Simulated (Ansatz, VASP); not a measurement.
**Li3Hg2: VASP beside Ansatz**

Contents of INCAR:

```
SYSTEM = Li3Hg2
ALGO = Fast ; EDIFF = 1E-6
ENCUT = 520 ; GGA = PE
ISIF = 2 ; ISMEAR = 0
LASPH = .True. ; LCHARG = .False.
LREAL = .False. ; LWAVE = .False.
NBANDS = 24 ; NELM = 100
PREC = Accurate ; SIGMA = 0.1
```

File KPOINTS:

```
k-points
0
Gamma
  10 10 8
  0 0 0
```

Contents of POSCAR:

```
Li3Hg2
1.0
    4.6260493400     -2.1044252370     -0.0183776568
    4.6260493400      2.1044252370     -0.0183776568
   -4.6219825581      0.0000000000      4.7142855882
Li Hg
3 2
Direct
    0.8031562295      0.8031562295      0.3882075381
    0.1968437705      0.1968437705      0.6117924619
    0.0000000000      0.0000000000      0.0000000000
    0.4203863955      0.4203863955      0.2059841048
    0.5796136045      0.5796136045      0.7940158952
```

Input for Ansatz:

```yaml
crystal:
  lattice:
    - [4.62604934, -2.104425237, -0.0183776568]
    - [4.62604934, 2.104425237, -0.0183776568]
    - [-4.6219825581, 0.0, 4.7142855882]
  atoms:
    - { symbol: Li, position: [0.8031562295, 0.8031562295, 0.3882075381] }
    - { symbol: Li, position: [0.1968437705, 0.1968437705, 0.6117924619] }
    - { symbol: Li, position: [0.0, 0.0, 0.0] }
    - { symbol: Hg, position: [0.4203863955, 0.4203863955, 0.2059841048] }
    - { symbol: Hg, position: [0.5796136045, 0.5796136045, 0.7940158952] }
basis:
  ecutwfc: 420
kpoints:
  mp_grid: { grid: [10, 10, 8] }
  band_path:
    path:
      - [[0.0, 0.0, 0.0], [0.35162613, -0.35162613, 0.0]]
      - [[-0.35162613, -0.64837387, 1.0], [-0.5, -0.5, 1.0], [0.0, 0.0, 0.0], [-0.5, -0.5, 0.5], [-0.25152706, -0.74847294, 0.5]]
      - [[0.25152706, -0.25152706, -0.5], [0.0, 0.0, -0.5], [0.0, 0.0, 0.0]]
      - [[0.0, -0.5, 0.0], [0.0, 0.0, 0.0], [0.0, -0.5, 0.5]]
    npoints: 14
hamiltonian:
  xc: pbe
scf:
  occupations: { method: gaussian, width: 0.1 }
  n_extra_bands: 12
output:
  forces: true
  stress: true
  eigenvalues: true
  populations: true
  dos: { projected: true, de: 0.02, nscf_kmesh: { grid: [12, 12, 10] } }
  bader: true
  write_density: true
  write_potential: true
  elf: true
  volumetric_format: npy
```

Alike in both runs: task single point; functional PBE; k mesh 10 × 10 × 8; occupations gaussian, width 0.1 eV; no spin polarisation.

|  | VASP | Ansatz |
| --- | --- | --- |
| version | VASP 6.6.1 | Ansatz 0.2.0 |
| potentials or method | VASP PAW PBE potentials, release 64 (Li_sv, Hg), cutoff 520 eV | scalar-relativistic, plane waves, PAW |
| valence electrons in the cell | 33 | 49 |

|  | VASP | Ansatz | Ansatz less VASP |
| --- | --- | --- | --- |
| gap on the k mesh at the Fermi level (eV) | none | none | - |
| rms of the force components (eV/Å) | 0.006 | 0.000 | -0.0053 |

Atom by atom the forces differ by 0.006 eV/Å (rms over components). A gap of «none» marks a metal or a gap that the smearing closes. With one functional, cell and mesh, what is left measures potentials, basis and numerics. VASP's potentials hold 33 valence electrons a cell and Ansatz's 49, so a difference there can come from the potentials and not from the codes.

Spin-orbit coupling is off throughout. Noted on VASP's run: the cutoff is under 1.25 times that of the potentials, so the pressure is a little rough.
